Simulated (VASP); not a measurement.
# HgTe (I-4m2) in VASP: further runs

HgTe is run at these levels: PBEsol, r2SCAN; tasks: single point, relaxation of cell and atoms.

Everything below comes from runs of VASP 6.6.1. Logs are shortened: lines on timing, memory, paths and dates and some standing lists are left out, and cuts for length are marked.

**1. The cell of the first run**

It takes space group I-4m2 (No. 119, tetragonal). Conventional cell: a = 5.636 Å, b = 5.636 Å, c = 3.113 Å, α = 90.00°, β = 90.00°, γ = 90.00°. Hg (site symmetry -4m2) has 8 Te at 2.92 to 3.66 Å and 2 Hg at 3.11 Å within 3.9 Å. Within 3.9 Å of Te (site symmetry -4m2) lie 8 Hg at 2.92 to 3.66 Å and 2 Te at 3.11 Å.

**2. Single point, PBEsol**

INCAR

```
PREC = Accurate ; ENCUT = 520
EDIFF = 1E-6 ; ISMEAR = -1
SIGMA = 0.05 ; LREAL = F
LASPH = T ; NELM = 100
ALGO = Normal ; ISIF = 2
LWAVE = F ; LCHARG = F
GGA = PS ; NBANDS = 16
```

KPOINTS

```
regular mesh
0
Gamma
  10 10 10
```

POSCAR

```
HgTe
1.0
   -2.8182377908      2.8182377908      1.5564778603
    2.8182377908     -2.8182377908      1.5564778603
    2.8182377908      2.8182377908     -1.5564778603
Hg Te
1 1
Direct
    0.7500000000      0.2500000000      0.5000000000
    0.0000000000      0.0000000000      0.0000000000
```

Potentials or basis: VASP PAW PBE potentials, release 64 (Hg, Te).

Run with:

```
> cat potpaw_PBE.64/Hg/POTCAR potpaw_PBE.64/Te/POTCAR > POTCAR
> mpirun -np 1 vasp_std > vasp.out
```

OUTCAR:

```text
PREC = Accurate
   ENCUT = 520
   EDIFF = 1E-6
   ISMEAR = -1
   LREAL = F
   LASPH = T
   NELM = 100
   ISIF = 2
   GGA = PS

 ion  position               nearest neighbor table
   1  0.750  0.250  0.500-   2 2.92   2 2.92   2 2.92   2 2.92   2 3.66   2 3.66   2 3.66   2 3.66

   2  0.000  0.000  0.000-   1 2.92   1 2.92   1 2.92   1 2.92   1 3.66   1 3.66   1 3.66   1 3.66

  LATTYP: Found a body centered tetragonal cell.
 ALAT       =     5.6364755816
 C/A-ratio  =     0.5522876265

  Lattice vectors:

 A1 = (  -2.8182377908,   2.8182377908,   1.5564778603)
 A2 = (   2.8182377908,  -2.8182377908,   1.5564778603)
 A3 = (   2.8182377908,   2.8182377908,  -1.5564778603)

Analysis of symmetry for initial positions (statically):
=====================================================================
 Subroutine PRICEL returns:
 Original cell was already a primitive cell.

 Routine SETGRP: Setting up the symmetry group for a
 body centered tetragonal supercell.

 Subroutine GETGRP returns: Found  8 space group operations
 (whereof  8 operations were pure point group operations)
 out of a pool of 16 trial point group operations.

The static configuration has the point symmetry D_2d.

Analysis of symmetry for dynamics (positions and initial velocities):
=====================================================================
 Subroutine PRICEL returns:
 Original cell was already a primitive cell.

 Routine SETGRP: Setting up the symmetry group for a
 body centered tetragonal supercell.

 Subroutine GETGRP returns: Found  8 space group operations
 (whereof  8 operations were pure point group operations)
 out of a pool of 16 trial point group operations.

The dynamic configuration has the point symmetry D_2d.

 Subroutine INISYM returns: Found  8 space group operations
 (whereof  8 operations are pure point group operations),
 and found     1 'primitive' translations

----------------------------------------------------------------------------------------

                                     Primitive cell

  volume of cell :      49.4491

  direct lattice vectors                    reciprocal lattice vectors
    -2.818237791  2.818237791  1.556477860     0.000000000  0.177415831  0.321238106
     2.818237791 -2.818237791  1.556477860     0.177415831  0.000000000  0.321238106
     2.818237791  2.818237791 -1.556477860     0.177415831  0.177415831  0.000000000

  length of vectors
     4.278732502  4.278732502  4.278732502     0.366974519  0.366974519  0.250903875

  position of ions in fractional coordinates (direct lattice)
     0.750000000  0.250000000  0.500000000
     0.000000000  0.000000000  0.000000000

  ion indices of the primitive-cell ions
   primitive index   ion index
                 1           1
                 2           2

----------------------------------------------------------------------------------------

 KPOINTS: regular mesh

Automatic generation of k-mesh.
 Grid dimensions read from file:
 generate k-points for:   10   10   10

 Generating k-lattice:

  Cartesian coordinates                     Fractional coordinates (reciprocal lattice)
     0.000000000  0.017741583  0.032123811     0.100000000  0.000000000  0.000000000
     0.017741583  0.000000000  0.032123811     0.000000000  0.100000000  0.000000000
     0.017741583  0.017741583  0.000000000     0.000000000  0.000000000  0.100000000

  Length of vectors
     0.036697452  0.036697452  0.025090387

  Shift w.r.t. Gamma in fractional coordinates (k-lattice)
     0.000000000  0.000000000  0.000000000

 Subroutine IBZKPT returns following result:
 ===========================================

 Found    102 irreducible k-points:

 Following reciprocal coordinates:
            Coordinates               Weight
  0.000000  0.000000  0.000000      1.000000
  0.100000 -0.000000  0.000000      8.000000
  0.200000 -0.000000  0.000000      8.000000
  0.300000 -0.000000  0.000000      8.000000
  0.400000 -0.000000  0.000000      8.000000
  0.500000 -0.000000  0.000000      4.000000
[... 16 lines left out ...]
  0.300000  0.300000  0.000000      8.000000
  0.400000  0.300000  0.000000     16.000000
 [... further k-points ...]
   k-points           NKPTS =    102   k-points in BZ     NKDIM =    102   number of bands    NBANDS=     16
   number of dos      NEDOS =    301   number of ions     NIONS =      2
   total plane-waves  NPLWV =  32768
   dimension x,y,z NGX =    32 NGY =   32 NGZ =   32
   dimension x,y,z NGXF=    64 NGYF=   64 NGZF=   64
   ions per type =               1   1
   NGX,Y,Z   is equivalent  to a cutoff of  12.43, 12.43, 12.43 a.u.
   NGXF,Y,Z  is equivalent  to a cutoff of  24.87, 24.87, 24.87 a.u.
 SYSTEM =  unknown system
   PREC   = accura    normal or accurate (medium, high low for compatibility)
   ISTART =      0    job   : 0-new  1-cont  2-samecut
   ICHARG =      2    charge: 1-file 2-atom 10-const
   ISPIN  =      1    spin polarized calculation?
   LNONCOLLINEAR =      F non collinear calculations
   LSORBIT =      F    spin-orbit coupling
   LASPH  =      T    aspherical Exc in radial PAW
   ENCUT  =  520.0 eV  38.22 Ry    6.18 a.u.   7.96  7.96  7.96*2*pi/ulx,y,z
   NELM   =    100;   NELMIN=  2; NELMDL= -5     # of ELM steps
   EDIFF  = 0.1E-05   stopping-criterion for ELM
   LREAL  =      F    real-space projection
   EDIFFG = 0.1E-04   stopping-criterion for IOM
   NSW    =      0    number of steps for IOM
   IBRION =     -1    ionic relax: 0-MD 1-quasi-New 2-CG
   NFREE  =      0    steps in history (QN), initial steepest desc. (CG)
   ISIF   =      2    stress and relaxation
   ISYM   =      2    0-nonsym 1-usesym 2-fastsym
   POTIM  = 0.5000    time-step for ionic-motion
   TEBEG  =    0.0;   TEEND  =   0.0 temperature during run
   PSTRESS=    0.0 pullay stress
   NELECT =      18.0000    total number of electrons
   NUPDOWN=      -1.0000    fix difference up-down
   EMIN   =  10.00;   EMAX   =-10.00  energy-range for DOS
   EFERMI =   0.00;   METHOD = LEGACY
   ISMEAR =    -1;   SIGMA  =   0.05  broadening in eV -4-tet -1-fermi 0-gaus
   EFERMI_NEDOS =   21; number of points for ismear=-14 and -15
   IALGO  =     38    algorithm
   IMIX   =      4    mixing-type and parameters
     AMIX     =   0.40;   BMIX     =  1.00
     AMIX_MAG =   1.60;   BMIX_MAG =  1.00
  volume/ion in A,a.u.               =      24.72       166.85
  Fermi-wavevector in a.u.,A,eV,Ry     =   1.168906  2.208912 18.590202  1.366341
  Thomas-Fermi vector in A             =   2.305386
   LORBIT       =      0    0 simple, 1 ext, 2 COOP (PROOUT), +10 PAW based schemes
   GGA     = PS    functional components
   LHFCALC =     F    Hartree Fock is set to
   AEXX    =    0.0000 exact exchange contribution
   IVDW    =     0    specifies the selected vdW correction
   LEPSILON=     F    determine dielectric tensor
   LRPA    =     F    only Hartree local field effects (RPA)
 non-spin polarized calculation
  energy-cutoff  :      520.00
  volume of cell :       49.45
 maximum number of plane-waves:      1358
   NGX = 15   NGY = 15   NGZ = 15

 number of electron      17.9999998 magnetization

 Free energy of the ion-electron system (eV)
  ---------------------------------------------------
  ext. energy  EPLUGINS =         0.00000000
  ---------------------------------------------------
  free energy    TOTEN  =        -4.09079951 eV

  energy without entropy =       -4.08650999  energy(sigma->0) =       -4.08865475

 E-fermi :   6.1889     XC(G=0): -10.7578

 val. band max:        6.0710060393   @ k =   0.1000   0.1000   0.0000
 cond. band min:       6.2007803938   @ k =  -0.3000  -0.4000   0.1000
 fundamental gap:      0.1297743545
 Fermi energy:         6.1889237177

 k-point     1 :       0.0000    0.0000    0.0000
  band No.  band energies     occupation
      1      -7.3983      2.00000
      2      -1.8134      2.00000
      3      -1.3231      2.00000
      4      -1.1713      2.00000
      5      -0.6909      2.00000
      6      -0.6909      2.00000
[... 8 lines left out ...]
     15      17.0340      0.00000
     16      17.4129      0.00000

 k-point     2 :       0.1000   -0.0000    0.0000
  band No.  band energies     occupation
      1      -7.2229      2.00000
      2      -1.6664      2.00000
      3      -1.2982      2.00000
      4      -1.2038      2.00000
      5      -0.7792      2.00000
      6      -0.7747      2.00000
[... 8 lines left out ...]
     15      16.2038      0.00000
     16      16.3455      0.00000

 k-point     3 :       0.2000   -0.0000    0.0000
  band No.  band energies     occupation
      1      -6.7158      2.00000
      2      -1.3232      2.00000
      3      -1.2577      2.00000
      4      -1.2422      2.00000
      5      -0.9648      2.00000
      6      -0.9489      2.00000
[... 8 lines left out ...]
     15      15.2623      0.00000
     16      16.2983      0.00000

 k-point     4 :       0.3000   -0.0000    0.0000
  band No.  band energies     occupation
      1      -5.9500      2.00000
      2      -1.4096      2.00000
      3      -1.3673      2.00000
      4      -1.1019      2.00000
      5      -0.9987      2.00000
      6      -0.7791      2.00000
[... 8 lines left out ...]
     15      14.5113      0.00000
     16      17.5261      0.00000
[... 324 lines left out ...]
 k-point    22 :      -0.2000    0.2000    0.0000
  band No.  band energies     occupation
      1      -7.1366      2.00000
      2      -1.8333      2.00000
      3      -1.3691      2.00000
      4      -1.3562      2.00000
      5      -0.7006      2.00000
      6      -0.6366      2.00000
[... 8 lines left out ...]
     15      16.7738      0.00000
     16      17.5929      0.00000

 k-point    23 :       0.3000    0.3000    0.0000
  band No.  band energies     occupation
      1      -4.8536      2.00000
      2      -1.6854      2.00000
      3      -1.4162      2.00000
      4      -0.9530      2.00000
      5      -0.9118      2.00000
      6      -0.6176      2.00000
[... 8 lines left out ...]
     15      16.3366      0.00000
     16      17.0886      0.00000

 k-point    24 :       0.4000    0.3000    0.0000
  band No.  band energies     occupation
      1      -5.4347      2.00000
      2      -1.5652      2.00000
      3      -1.3907      2.00000
      4      -1.0431      2.00000
      5      -0.9396      2.00000
      6      -0.7841      2.00000
[... 8 lines left out ...]
     15      16.3398      0.00000
     16      17.9460      0.00000

 [... further k-points ...]
[... 5 lines left out ...]
  --------------------------------------------------------------------------------------
  -------------------------------------------------------------------------------------
  Total        1.6182798      1.6182798      1.6109179      0.0000000      0.0000000      0.0000000
  in kB       52.4331548     52.4331548     52.1946260      0.0000000      0.0000000      0.0000000
  external PRESSURE =      52.3536452 kB  Pullay stress =       0.0000000 kB

 VOLUME and BASIS-vectors are now :
 -----------------------------------------------------------------------------
  energy-cutoff  :      520.00
  volume of cell :       49.45
      direct lattice vectors                 reciprocal lattice vectors
    -2.818237791  2.818237791  1.556477860     0.000000000  0.177415831  0.321238106
     2.818237791 -2.818237791  1.556477860     0.177415831  0.000000000  0.321238106
     2.818237791  2.818237791 -1.556477860     0.177415831  0.177415831  0.000000000

 POSITION                                       TOTAL-FORCE (eV/Angst)
 -----------------------------------------------------------------------------------
     -0.00000      2.81824      0.77824         0.000000      0.000000     -0.000000
      0.00000      0.00000      0.00000        -0.000000     -0.000000      0.000000
 -----------------------------------------------------------------------------------
    total drift:                               -0.000000      0.000000      0.000000

  FREE ENERGIE OF THE ION-ELECTRON SYSTEM (eV)
  ---------------------------------------------------
  free  energy   TOTEN  =        -4.0907995081 eV

  energy  without entropy=       -4.0865099916  energy(sigma->0) =       -4.08865475
```

It took 81 s on 1 thread of Intel Xeon Platinum 8375C at 2.90GHz (Ice Lake), shared host; peak memory 0.23 GiB.

What came out:

* Free energy: -4.0908 eV
* Pressure: 5.2 GPa
* Band gap on the k mesh: zero (band 9 reaches 8.21 eV, above the bottom of band 10 at 3.89 eV)

Levels at points of the mesh, in eV from the Fermi level:
```
           k point  band 6  band 7  band 8  band 9  band 10  band 11  band 12  band 13
(0.00, 0.00, 0.00)   -6.88   -3.03   -2.80   -2.80     3.17     4.59     7.95     7.95
(0.50, 0.00, 0.00)   -6.96   -5.06   -2.39   -1.72    -0.67     3.36     3.69     6.24
(0.50, 0.50, 0.00)   -6.75   -6.75   -0.56    2.02     2.37     2.61     3.39     8.37
(0.50, 0.50, 0.50)   -6.37   -5.39   -5.39   -4.96     2.59     6.10     9.80     9.80
```

Caveat: the PAW data sets were made with another functional, which shifts forces and pressure a little; spin-orbit coupling is left out, which moves the levels of the heavy elements.

**3. Relaxation of cell and atoms, PBEsol, target pressure 5 GPa, at which the enthalpy is minimised**

This run uses another cell than the first one, of 28.93 Å³/atom, 1.170 times its volume.

INCAR

```
ALGO     = Normal         # electronic algorithm
EDIFF    = 1E-6           # SCF threshold, eV
EDIFFG   = -0.02          # ionic threshold
ENCUT    = 600            # plane-wave cutoff, eV
GGA      = PS             # functional
IBRION   = 2              # ionic algorithm
ISIF     = 3              # what is computed and relaxed
ISMEAR   = -1             # smearing method
LASPH    = T              # aspherical terms in the spheres
LCHARG   = F              # write CHGCAR
LREAL    = F              # projectors in reciprocal space
LWAVE    = F              # write WAVECAR
NELM     = 100            # most SCF steps
NSW      = 80             # ionic steps
PREC     = Accurate       # precision mode
PSTRESS  = 50.0         
SIGMA    = 0.05           # smearing width, eV
```

KPOINTS

```
k-points
0
Gamma
  10 10 10
```

POSCAR

```
HgTe
1.0
   -3.0456030000      3.0456030000      1.5594100000
    3.0456030000     -3.0456030000      1.5594100000
    3.0456030000      3.0456030000     -1.5594100000
Hg Te
1 1
Direct
    0.7500000000      0.2500000000      0.5000000000
    0.0000000000      0.0000000000      0.0000000000
```

Potentials or basis: VASP PAW PBE potentials, release 64 (Hg, Te).

Run with:

```
> cat potpaw_PBE.64/Hg/POTCAR potpaw_PBE.64/Te/POTCAR > POTCAR
> mpirun -np 1 vasp_std > vasp.out
```

OUTCAR:

```text
EDIFF = 1E-6
   EDIFFG = -0.02
   ENCUT = 600
   GGA = PS
   IBRION = 2
   ISIF = 3
   ISMEAR = -1
   LASPH = T
   LREAL = F
   NELM = 100
   NSW = 80
   PREC = Accurate
   PSTRESS = 50.0

 ion  position               nearest neighbor table
   1  0.750  0.250  0.500-   2 3.14   2 3.14   2 3.14   2 3.14
   2  0.000  0.000  0.000-   1 3.14   1 3.14   1 3.14   1 3.14

  LATTYP: Found a body centered tetragonal cell.
 ALAT       =     6.0912060000
 C/A-ratio  =     0.5120201156

  Lattice vectors:

 A1 = (  -3.0456030000,   3.0456030000,   1.5594100000)
 A2 = (   3.0456030000,  -3.0456030000,   1.5594100000)
 A3 = (   3.0456030000,   3.0456030000,  -1.5594100000)

Analysis of symmetry for initial positions (statically):
=====================================================================
 Subroutine PRICEL returns:
 Original cell was already a primitive cell.
[... 184 lines left out ...]
      3      -2.4368      2.00000
      4      -2.3576      2.00000
      5      -1.9268      2.00000
      6      -1.9268      2.00000
      7       0.7736      2.00000
      8       1.8390      2.00000
      9       1.8390      2.00000
     10       7.7584      0.00000
     11       8.8214      0.00000
     12      11.1312      0.00000
     13      11.1312      0.00000
[... 595 lines left out ...]
--------------------------------------- Ionic step        7  -------------------------------------------

 number of electron      18.0000001 magnetization

 Free energy of the ion-electron system (eV)
  ---------------------------------------------------
  ext. energy  EPLUGINS =         0.00000000
  ---------------------------------------------------
  free energy    TOTEN  =        -4.09639831 eV

  energy without entropy =       -4.09205463  energy(sigma->0) =       -4.09422647

 E-fermi :   6.1446     XC(G=0): -10.7408

 val. band max:        6.0281479916   @ k =   0.1000   0.1000   0.0000
 cond. band min:       6.1567917538   @ k =  -0.3000  -0.4000   0.1000
 fundamental gap:      0.1286437622
 Fermi energy:         6.1445872272

 k-point     1 :       0.0000    0.0000    0.0000
  band No.  band energies     occupation
      1      -7.4140      2.00000
      2      -1.8379      2.00000
      3      -1.3469      2.00000
      4      -1.1970      2.00000
      5      -0.7191      2.00000
      6      -0.7191      2.00000
      7       3.1077      2.00000
      8       3.3528      2.00000
      9       3.3528      2.00000
     10       9.3079      0.00000
     11      10.7342      0.00000
     12      14.0798      0.00000
     13      14.0798      0.00000
[... 401 lines left out ...]
  energy  without entropy=       -4.0920546317  energy(sigma->0) =       -4.09422647

  enthalpy is  TOTEN    =        -2.5479274762 eV   P V=        1.5484708338

 reached required accuracy - stopping structural energy minimisation
```

Wall time 9.4 min (1 thread of Intel Xeon Platinum 8375C at 2.90GHz (Ice Lake), shared host); peak memory 0.33 GiB.

What came out:

| Quantity | Value |
| --- | --- |
| Free energy | -4.0964 eV |
| Relaxed volume | 24.81 Å³/atom |
| Relaxed cell | a = 4.284 Å, b = 4.284 Å, c = 4.284 Å, α = 97.60°, β = 97.60°, γ = 137.36° |
| Space group after relaxing (to 0.05 Å) | I-4m2 (No. 119) |
| Energy change on relaxing (the enthalpy is what falls) | -24.7 meV/atom |
| Ionic steps | 7 |
| Pressure after relaxing | 4.9 GPa |
| Band gap on the k mesh | zero (band 9 reaches 8.17 eV, above the bottom of band 10 at 3.85 eV) |

Step by step:
| step | energy change (eV) | largest force (eV/Å) | pressure (GPa) | volume (Å³) |
| --- | --- | --- | --- | --- |
| 1 | 0.0000 | 0.0000 | -3.18 | 57.86 |
| 2 | 0.1362 | 0.0000 | 11.68 | 46.32 |
| 3 | -0.0078 | 0.0000 | 5.70 | 49.30 |
| 4 | -0.0312 | 0.0000 | 5.91 | 49.08 |
| 5 | -0.0313 | 0.0000 | 5.91 | 49.09 |
| 6 | -0.0613 | 0.0000 | 4.37 | 50.02 |
| 7 | -0.0494 | 0.0000 | 4.90 | 49.62 |

Final structure:
```yaml
crystal:
  lattice:
    - [-2.82203, 2.82203, 1.55762]
    - [2.82203, -2.82203, 1.55762]
    - [2.82203, 2.82203, -1.55762]
  atoms:
    - { symbol: Hg, position: [0.75000, 0.25000, 0.50000] }
    - { symbol: Te, position: [0.00000, 0.00000, 0.00000] }
```

Caveat: the cell is relaxed towards a set pressure, so the enthalpy falls and the energy may rise; the PAW data sets were made with another functional, which shifts forces and pressure a little; spin-orbit coupling is left out, which moves the levels of the heavy elements.

[end of part 1 of 2]
